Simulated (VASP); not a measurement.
# MgB2 (P6/mmm) in VASP: relaxation of the atoms with PBE

Aim: the relaxation of the atoms of MgB2 with PBE.

Everything below comes from runs of VASP 6.6.1. Logs are shortened: lines on timing, memory, paths and dates and some standing lists are left out, and cuts for length are marked.

### 1 The cell of the first run

It takes space group P6/mmm (No. 191, hexagonal). The conventional cell has a = 3.085 Å, b = 3.085 Å, c = 3.523 Å, α = 90.00°, β = 90.00°, γ = 120.00°. Mg (site symmetry 6/mmm) has 12 B at 2.51 Å and 6 Mg at 3.08 to 3.09 Å within 3.3 Å. B (site symmetry -6m2) has 3 B at 1.78 Å within 2.4 Å.

### 2 Relaxation of the atoms, PBE

File INCAR:

```
SYSTEM = MgB2
ALGO = Normal ; EDIFF = 1E-7
EDIFFG = -0.02 ; ENCUT = 520
GGA = PE ; IBRION = 2
ISIF = 2 ; ISMEAR = -1
LASPH = .TRUE. ; LCHARG = .FALSE.
LREAL = .FALSE. ; LWAVE = .FALSE.
NELM = 60 ; NSW = 80
PREC = Accurate ; SIGMA = 0.05
```

File KPOINTS:

```
k-points
0
G
  17 17 13
  0 0 0
```

File POSCAR:

```
MgB2
1.0
    3.0850000000      0.0000000000      0.0000000000
   -1.5425000000      2.6716883707      0.0000000000
    0.0000000000      0.0000000000      3.5230000000
Mg B
1 2
Direct
    0.0000000000      0.0000000000      0.0000000000
    0.3333333333      0.6666666667      0.5000000000
    0.6666666667      0.3333333333      0.5000000000
```

Potentials or basis: VASP PAW PBE potentials, release 64 (Mg, B).

On the command line:

```console
> cat potpaw_PBE.64/Mg/POTCAR potpaw_PBE.64/B/POTCAR > POTCAR
> mpirun -np 1 vasp_std > vasp.out
```

OUTCAR:

```text
SYSTEM = MgB2
   EDIFF = 1E-7
   EDIFFG = -0.02
   ENCUT = 520
   GGA = PE
   IBRION = 2
   ISIF = 2
   ISMEAR = -1
   LASPH = .TRUE.
   LREAL = .FALSE.
   NELM = 60
   NSW = 80
   PREC = Accurate

 ion  position               nearest neighbor table
   1  0.000  0.000  0.000-   2 2.51   3 2.51   2 2.51   3 2.51   3 2.51   3 2.51   2 2.51   2 2.51
                             3 2.51   3 2.51   2 2.51   2 2.51
   2  0.333  0.667  0.500-   3 1.78   3 1.78   3 1.78   1 2.51   1 2.51   1 2.51   1 2.51   1 2.51
                             1 2.51
   3  0.667  0.333  0.500-   2 1.78   2 1.78   2 1.78   1 2.51   1 2.51   1 2.51   1 2.51   1 2.51
                             1 2.51

  LATTYP: Found a hexagonal cell.
 ALAT       =     3.0850000000
 C/A-ratio  =     1.1419773096

  Lattice vectors:

 A1 = (   3.0850000000,   0.0000000000,   0.0000000000)
 A2 = (  -1.5425000000,   2.6716883707,   0.0000000000)
 A3 = (   0.0000000000,   0.0000000000,   3.5230000000)

Analysis of symmetry for initial positions (statically):
=====================================================================
 Subroutine PRICEL returns:
 Original cell was already a primitive cell.

 Routine SETGRP: Setting up the symmetry group for a
 hexagonal supercell.

 Subroutine GETGRP returns: Found 24 space group operations
 (whereof 24 operations were pure point group operations)
 out of a pool of 24 trial point group operations.

The static configuration has the point symmetry D_6h.

Analysis of symmetry for dynamics (positions and initial velocities):
=====================================================================
 Subroutine PRICEL returns:
 Original cell was already a primitive cell.

 Routine SETGRP: Setting up the symmetry group for a
 hexagonal supercell.

 Subroutine GETGRP returns: Found 24 space group operations
 (whereof 24 operations were pure point group operations)
 out of a pool of 24 trial point group operations.

The dynamic configuration has the point symmetry D_6h.

 Subroutine INISYM returns: Found 24 space group operations
 (whereof 24 operations are pure point group operations),
 and found     1 'primitive' translations

----------------------------------------------------------------------------------------

                                     Primitive cell

  volume of cell :      29.0371

  direct lattice vectors                    reciprocal lattice vectors
     3.085000000  0.000000000  0.000000000     0.324149109  0.187147575  0.000000000
    -1.542500000  2.671688371  0.000000000     0.000000000  0.374295150  0.000000000
     0.000000000  0.000000000  3.523000000     0.000000000  0.000000000  0.283848992

  length of vectors
     3.085000000  3.085000000  3.523000000     0.374295150  0.374295150  0.283848992

  position of ions in fractional coordinates (direct lattice)
     0.000000000  0.000000000  0.000000000
     0.333333333  0.666666667  0.500000000
     0.666666667  0.333333333  0.500000000

  ion indices of the primitive-cell ions
   primitive index   ion index
                 1           1
                 2           2
                 3           3

----------------------------------------------------------------------------------------

 KPOINTS: k-points

Automatic generation of k-mesh.
 Grid dimensions read from file:
 generate k-points for:   17   17   13

 Generating k-lattice:

  Cartesian coordinates                     Fractional coordinates (reciprocal lattice)
     0.019067595  0.011008681  0.000000000     0.058823529  0.000000000  0.000000000
     0.000000000  0.022017362  0.000000000     0.000000000  0.058823529  0.000000000
     0.000000000  0.000000000  0.021834538     0.000000000  0.000000000  0.076923077

  Length of vectors
     0.022017362  0.022017362  0.021834538

  Shift w.r.t. Gamma in fractional coordinates (k-lattice)
     0.000000000  0.000000000  0.000000000

 Subroutine IBZKPT returns following result:
 ===========================================

 Found    231 irreducible k-points:

 Following reciprocal coordinates:
            Coordinates               Weight
  0.000000  0.000000  0.000000      1.000000
  0.058824 -0.000000  0.000000      6.000000
  0.117647 -0.000000  0.000000      6.000000
  0.176471  0.000000  0.000000      6.000000
  0.235294 -0.000000  0.000000      6.000000
  0.294118 -0.000000  0.000000      6.000000
[... 16 lines left out ...]
  0.411765  0.117647  0.000000     12.000000
  0.176471  0.176471  0.000000      6.000000
 [... further k-points ...]
   k-points           NKPTS =    231   k-points in BZ     NKDIM =    231   number of bands    NBANDS=      8
   number of dos      NEDOS =    301   number of ions     NIONS =      3
   total plane-waves  NPLWV =  16128
   dimension x,y,z NGX =    24 NGY =   24 NGZ =   28
   dimension x,y,z NGXF=    48 NGYF=   48 NGZF=   56
   ions per type =               1   2
   NGX,Y,Z   is equivalent  to a cutoff of  12.93, 12.93, 13.21 a.u.
   NGXF,Y,Z  is equivalent  to a cutoff of  25.87, 25.87, 26.43 a.u.
 SYSTEM =  MgB2
   PREC   = accura    normal or accurate (medium, high low for compatibility)
   ISTART =      0    job   : 0-new  1-cont  2-samecut
   ICHARG =      2    charge: 1-file 2-atom 10-const
   ISPIN  =      1    spin polarized calculation?
   LNONCOLLINEAR =      F non collinear calculations
   LSORBIT =      F    spin-orbit coupling
   LASPH  =      T    aspherical Exc in radial PAW
   ENCUT  =  520.0 eV  38.22 Ry    6.18 a.u.   5.74  5.74  6.55*2*pi/ulx,y,z
   NELM   =     60;   NELMIN=  2; NELMDL= -5     # of ELM steps
   EDIFF  = 0.1E-06   stopping-criterion for ELM
   LREAL  =      F    real-space projection
   EDIFFG = -.2E-01   stopping-criterion for IOM
   NSW    =     80    number of steps for IOM
   IBRION =      2    ionic relax: 0-MD 1-quasi-New 2-CG
   NFREE  =      1    steps in history (QN), initial steepest desc. (CG)
   ISIF   =      2    stress and relaxation
   ISYM   =      2    0-nonsym 1-usesym 2-fastsym
   POTIM  = 0.5000    time-step for ionic-motion
   TEBEG  =    0.0;   TEEND  =   0.0 temperature during run
   PSTRESS=    0.0 pullay stress
   NELECT =       8.0000    total number of electrons
   NUPDOWN=      -1.0000    fix difference up-down
   EMIN   =  10.00;   EMAX   =-10.00  energy-range for DOS
   EFERMI =   0.00;   METHOD = LEGACY
   ISMEAR =    -1;   SIGMA  =   0.05  broadening in eV -4-tet -1-fermi 0-gaus
   EFERMI_NEDOS =   21; number of points for ismear=-14 and -15
   IALGO  =     38    algorithm
   IMIX   =      4    mixing-type and parameters
     AMIX     =   0.40;   BMIX     =  1.00
     AMIX_MAG =   1.60;   BMIX_MAG =  1.00
  volume/ion in A,a.u.               =       9.68        65.32
  Fermi-wavevector in a.u.,A,eV,Ry     =   1.065255  2.013040 15.439462  1.134768
  Thomas-Fermi vector in A             =   2.200801
   LORBIT       =      0    0 simple, 1 ext, 2 COOP (PROOUT), +10 PAW based schemes
   GGA     = PE    functional components
   LHFCALC =     F    Hartree Fock is set to
   AEXX    =    0.0000 exact exchange contribution
   IVDW    =     0    specifies the selected vdW correction
   LEPSILON=     F    determine dielectric tensor
   LRPA    =     F    only Hartree local field effects (RPA)
 conjugate gradient relaxation of ions
 non-spin polarized calculation
  energy-cutoff  :      520.00
  volume of cell :       29.04
 maximum number of plane-waves:       796
 NGX is ok and might be reduce to    24
   NGX = 11   NGY = 11   NGZ = 13

 number of electron       8.0000000 magnetization

 Free energy of the ion-electron system (eV)
  ---------------------------------------------------
  ext. energy  EPLUGINS =         0.00000000
  ---------------------------------------------------
  free energy    TOTEN  =       -15.32557938 eV

  energy without entropy =      -15.31994631  energy(sigma->0) =      -15.32276285

 E-fermi :   5.2250     XC(G=0): -10.9118

 val. band max:        5.2120300937   @ k =   0.0588   0.0588   0.4615
 cond. band min:       5.2331027836   @ k =   0.0588   0.0588   0.1538
 fundamental gap:      0.0210726899
 Fermi energy:         5.2250106346

 k-point     1 :       0.0000    0.0000    0.0000
  band No.  band energies     occupation
      1      -7.1564      2.00000
      2       2.3260      2.00000
      3       5.6135      0.00084
      4       5.6135      0.00084
      5       6.9189      0.00000
      6      11.5547      0.00000
      7      11.5547      0.00000
      8      13.3323      0.00000

 k-point     2 :       0.0588   -0.0000    0.0000
  band No.  band energies     occupation
      1      -7.0964      2.00000
      2       2.3846      2.00000
      3       5.2966      0.38568
      4       5.4655      0.01617
      5       6.9719      0.00000
      6      11.5207      0.00000
      7      11.8242      0.00000
      8      13.4658      0.00000

 k-point     3 :       0.1176   -0.0000    0.0000
  band No.  band energies     occupation
      1      -6.9166      2.00000
      2       2.5600      2.00000
      3       4.4747      2.00000
      4       5.0928      1.86728
      5       7.1370      0.00000
      6      11.3357      0.00000
      7      12.5588      0.00000
      8      13.8647      0.00000

 k-point     4 :       0.1765    0.0000    0.0000
  band No.  band energies     occupation
      1      -6.6180      2.00000
      2       2.8500      2.00000
      3       3.3796      2.00000
      4       4.6258      1.99999
      5       7.4117      0.00000
      6      11.0136      0.00000
      7      13.4509      0.00000
      8      13.6192      0.00000

 k-point     5 :       0.2353   -0.0000    0.0000
  band No.  band energies     occupation
      1      -6.2025      2.00000
      2       2.1766      2.00000
      3       3.2502      2.00000
      4       4.1611      2.00000
      5       7.7825      0.00000
      6      10.6651      0.00000
      7      12.3627      0.00000
      8      14.5386      0.00000

 k-point     6 :       0.2941   -0.0000    0.0000
  band No.  band energies     occupation
      1      -5.6729      2.00000
      2       0.9576      2.00000
      3       3.7511      2.00000
      4       3.7530      2.00000
      5       8.2224      0.00000
      6      10.3741      0.00000
      7      11.2083      0.00000
      8      14.2839      0.00000

 k-point     7 :       0.3529    0.0000    0.0000
  band No.  band energies     occupation
      1      -5.0338      2.00000
      2      -0.2257      2.00000
      3       3.4306      2.00000
      4       4.3316      2.00000
      5       8.6695      0.00000
      6      10.0848      0.00000
      7      10.2155      0.00000
      8      13.6861      0.00000
[... 133 lines left out ...]
 k-point    20 :       0.2353    0.1176    0.0000
  band No.  band energies     occupation
      1      -5.4978      2.00000
      2       1.0186      2.00000
      3       2.8296      2.00000
      4       3.9213      2.00000
      5       8.5207      0.00000
      6      10.9906      0.00000
      7      11.3991      0.00000
      8      13.5958      0.00000

 k-point    21 :       0.2941    0.1176    0.0000
  band No.  band energies     occupation
      1      -4.8614      2.00000
      2      -0.1133      2.00000
      3       2.4692      2.00000
      4       4.5027      2.00000
      5       9.0775      0.00000
      6       9.9432      0.00000
      7      11.1135      0.00000
      8      13.5293      0.00000

 k-point    22 :       0.3529    0.1176    0.0000
  band No.  band energies     occupation
      1      -4.1267      2.00000
      2      -1.1988      2.00000
      3       2.2306      2.00000
      4       5.1139      1.80429
      5       8.9957      0.00000
      6       9.6465      0.00000
      7      10.8907      0.00000
      8      13.0819      0.00000

 k-point    23 :       0.4118    0.1176    0.0000
  band No.  band energies     occupation
      1      -3.3465      2.00000
      2      -2.1592      2.00000
      3       2.1115      2.00000
      4       5.5941      0.00124
      5       8.3401      0.00000
      6      10.0969      0.00000
      7      10.7317      0.00000
      8      12.6831      0.00000

 k-point    24 :       0.1765    0.1765    0.0000
  band No.  band energies     occupation
      1      -5.5562      2.00000
      2       1.4056      2.00000
      3       2.4717      2.00000
      4       3.8693      2.00000
      5       8.5018      0.00000
      6      11.1448      0.00000
      7      12.4212      0.00000
      8      12.7112      0.00000

 [... further k-points ...]
[... 5 lines left out ...]
  --------------------------------------------------------------------------------------
  -------------------------------------------------------------------------------------
  Total       -0.3206357     -0.3206357     -0.0650264      0.0000000      0.0000000      0.0000000
  in kB      -17.6916707    -17.6916707     -3.5879550      0.0000000      0.0000000      0.0000000
  external PRESSURE =     -12.9904321 kB  Pullay stress =       0.0000000 kB

 VOLUME and BASIS-vectors are now :
 -----------------------------------------------------------------------------
  energy-cutoff  :      520.00
  volume of cell :       29.04
      direct lattice vectors                 reciprocal lattice vectors
     3.085000000  0.000000000  0.000000000     0.324149109  0.187147575  0.000000000
    -1.542500000  2.671688371  0.000000000     0.000000000  0.374295150  0.000000000
     0.000000000  0.000000000  3.523000000     0.000000000  0.000000000  0.283848992

 POSITION                                       TOTAL-FORCE (eV/Angst)
 -----------------------------------------------------------------------------------
      0.00000      0.00000      0.00000        -0.000000      0.000000      0.000000
     -0.00000      1.78113      1.76150        -0.000000     -0.000000      0.000000
      1.54250      0.89056      1.76150         0.000000      0.000000     -0.000000
 -----------------------------------------------------------------------------------
    total drift:                                0.000000     -0.000000      0.000000

  FREE ENERGIE OF THE ION-ELECTRON SYSTEM (eV)
  ---------------------------------------------------
  free  energy   TOTEN  =       -15.3255793792 eV

  energy  without entropy=      -15.3199463109  energy(sigma->0) =      -15.32276285

 reached required accuracy - stopping structural energy minimisation
```

It took 25 s on 1 thread of Intel Xeon Platinum 8488C (Sapphire Rapids), shared host; peak memory 0.19 GiB.

Results:

| Property | Result |
| --- | --- |
| Free energy | -15.3256 eV |
| Pressure after relaxing | -1.3 GPa |
| Band gap on the k mesh | zero (band 4 reaches 6.71 eV, above the bottom of band 5 at 3.62 eV) |

Final structure:
```
Mg B
1.0
     3.08500    0.00000    0.00000
    -1.54250    2.67169    0.00000
     0.00000    0.00000    3.52300
Mg B
1 2
Direct
  0.00000 0.00000 0.00000
  0.33333 0.66667 0.50000
  0.66667 0.33333 0.50000
```

Levels at points of the mesh, in eV from the Fermi level:
```
           k point  band 1  band 2  band 3  band 4  band 5  band 6  band 7  band 8
(0.00, 0.00, 0.00)  -12.38   -2.90    0.39    0.39    1.69    6.33    6.33    8.11
```

Caveat: the relaxation stopped at its first step, so nothing moved.
